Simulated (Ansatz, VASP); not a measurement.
**Hf4N: VASP beside Ansatz**

```
Hf N
1.0
     6.34235    0.00000    0.00000
     0.00000    5.01676    0.00000
     0.00000    0.00000   22.16652
Hf N
8 2
Cartesian
  0.0000 3.7626 4.0000
  3.1712 3.7626 4.0000
  1.5856 1.2542 4.9154
  4.7568 1.2542 4.9154
  1.5856 3.7626 6.5720
  4.7568 3.7626 6.5720
  0.0000 1.2542 7.4665
  3.1712 1.2542 7.4665
  0.7928 3.7626 11.0665
  0.7928 3.7626 12.1665
```

Alike in both runs: task single point; functional PBE; dispersion D3(BJ); k mesh 4 × 6 × 1; occupations gaussian, width 0.1 eV; no spin polarisation.

|  | VASP | Ansatz |
| --- | --- | --- |
| version | VASP 6.6.1 | Ansatz 0.2.0 |
| potentials or method | VASP PAW PBE potentials, release 64 (Hf_pv, N), cutoff 520 eV | scalar-relativistic, plane waves, PAW |
| valence electrons in the cell | 90 | 218 |

```csv
,VASP,Ansatz,Ansatz less VASP
gap on the k mesh at the Fermi level (eV),none,none,-
rms of the force components (eV/Å),0.567,0.110,-0.4569
```

Atom by atom the forces differ by 0.464 eV/Å (rms over components). A gap of «none» marks a metal or a gap that the smearing closes. One of these differences is far larger than is usual between the two programs; its cause wasn't traced. VASP's potentials hold 90 valence electrons a cell and Ansatz's 218, so a difference there can come from the potentials and not from the codes.

Neither program's run includes spin-orbit coupling. Noted on VASP's run: the standard files for N, O and F lose accuracy on very short bonds.
